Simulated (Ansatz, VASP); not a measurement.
One calculation of CO2, two programs

The input POSCAR:

```
CO2
1.0
    5.4942000000      0.0000000000      0.0000000000
    0.0000000000      5.4942000000      0.0000000000
    0.0000000000      0.0000000000      5.4942000000
C O
4 8
Direct
    0.0000000000      0.0000000000      0.0000000000
    0.5000000000      0.0000000000      0.5000000000
    0.5000000000      0.5000000000      0.0000000000
    0.0000000000      0.5000000000      0.5000000000
    0.1227033904      0.1227033904      0.1227033904
    0.3772966096      0.8772966096      0.6227033904
    0.6227033904      0.3772966096      0.8772966096
    0.8772966096      0.6227033904      0.3772966096
    0.8772966096      0.8772966096      0.8772966096
    0.6227033904      0.1227033904      0.3772966096
    0.3772966096      0.6227033904      0.1227033904
    0.1227033904      0.3772966096      0.6227033904
```

INCAR.step1

```
SYSTEM = CO2
ALGO = Normal
EDIFF = 1E-4
ENCUT = 520
GGA = PE
ISMEAR = -1
LASPH = .True.
LCHARG = .False.
LREAL = .False.
LWAVE = .True.
NBANDS = 44
NELM = 60
PREC = Accurate
SIGMA = 0.02
```

Contents of INCAR.step2:

```
SYSTEM = CO2
ALGO = Normal
EDIFF = 1E-8
ENCUT = 520
ISIF = 2
ISMEAR = -1
ISTART = 1
LASPH = .True.
LCHARG = .False.
LEFG = .True.
LMIXTAU = .True.
LREAL = .False.
LWAVE = .False.
METAGGA = R2SCAN
NBANDS = 44
NELM = 60
PREC = Accurate
SIGMA = 0.02
```

File KPOINTS:

```
k-points
0
Gamma
  5 5 5
  0 0 0
```

Input for Ansatz:

```yaml
crystal:
  lattice:
    - [5.4942, 0.0, 0.0]
    - [0.0, 5.4942, 0.0]
    - [0.0, 0.0, 5.4942]
  atoms:
    - { symbol: C, position: [0.0, 0.0, 0.0] }
    - { symbol: C, position: [0.5, 0.0, 0.5] }
    - { symbol: C, position: [0.5, 0.5, 0.0] }
    - { symbol: C, position: [0.0, 0.5, 0.5] }
    - { symbol: O, position: [0.1227033904, 0.1227033904, 0.1227033904] }
    - { symbol: O, position: [0.3772966096, 0.8772966096, 0.6227033904] }
    - { symbol: O, position: [0.6227033904, 0.3772966096, 0.8772966096] }
    - { symbol: O, position: [0.8772966096, 0.6227033904, 0.3772966096] }
    - { symbol: O, position: [0.8772966096, 0.8772966096, 0.8772966096] }
    - { symbol: O, position: [0.6227033904, 0.1227033904, 0.3772966096] }
    - { symbol: O, position: [0.3772966096, 0.6227033904, 0.1227033904] }
    - { symbol: O, position: [0.1227033904, 0.3772966096, 0.6227033904] }
kpoints:
  mp_grid: { grid: [5, 5, 5] }
scf:
  occupations: { method: fermi_dirac, width: 0.02 }
hamiltonian:
  xc: r2scan
  pseudopotentials: { kind: paw, frozen_core: stored }
output:
  forces: true
  stress: true
  populations: true
  efg: { quadrupole_moments_barn: { O: -0.02558 } }
  write_density: true
  write_potential: true
  elf: true
  volumetric_format: npy
```

Alike in both runs: task electric field gradients; functional r2SCAN; k mesh 5 × 5 × 5; occupations fermi-dirac, width 0.02 eV; no spin polarisation.

```csv
,VASP,Ansatz
version,VASP 6.6.1,Ansatz 0.2.0
potentials or method,"VASP PAW PBE potentials, release 64 (C, O)","plane-wave PAW, scalar-relativistic"
plane-wave cutoff (eV),520,500
valence electrons in the cell,64,64
```

VASP gave:

- gap on the k mesh at the Fermi level (eV): 7.46
- pressure (GPa): -0.1
- rms of the force components (eV/Å): 0.041
- size of Vzz on the site where it differs most (V/Å²): 57.2

**Question.** Which values does Ansatz return?

**Answer.** gap on the k mesh at the Fermi level (eV): 7.49; pressure (GPa): -2.1; rms of the force components (eV/Å): 0.405; size of Vzz on the site where it differs most (V/Å²): 33.0.

VASP's potentials were made for PBE, not for r2SCAN. Atom by atom the forces differ by 0.364 eV/Å (rms over components). One of these differences is far larger than is usual between the two programs; its cause wasn't traced.

Noted on VASP's run: the standard files for N, O and F lose accuracy on very short bonds.
